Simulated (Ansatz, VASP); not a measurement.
**Two plane-wave programs on Os**

```
CELL_PARAMETERS angstrom
2.75593 0.00000 0.00000
-1.37796 2.38670 0.00000
0.00000 0.00000 4.34265
ATOMIC_POSITIONS crystal
Os 0.33333 0.66667 0.25000
Os 0.66667 0.33333 0.75000
```

Alike in both runs: task single point; functional PBE; k mesh 13 × 13 × 7; occupations methfessel-paxton of order 1, width 1 eV; no spin polarisation.

|  | VASP | Ansatz |
| --- | --- | --- |
| version | VASP 6.6.1 | Ansatz 0.2.0 |
| potentials or method | VASP PAW PBE potentials, release 64 (Os), cutoff 520 eV | plane waves (420 eV) with PAW, scalar-relativistic |
| valence electrons in the cell | 16 | 32 |

Ansatz gave:

- pressure (GPa): -0.8
- traceless stress, the component that is largest in VASP (GPa): 0.47

Question: Estimate VASP's values.

Answer: Pressure (GPa): -1.0; traceless stress, the component that is largest in VASP (GPa): 0.38.

VASP's potentials hold 16 valence electrons a cell and Ansatz's 32, so a difference there can come from the potentials and not from the codes.

Spin-orbit coupling is off throughout.
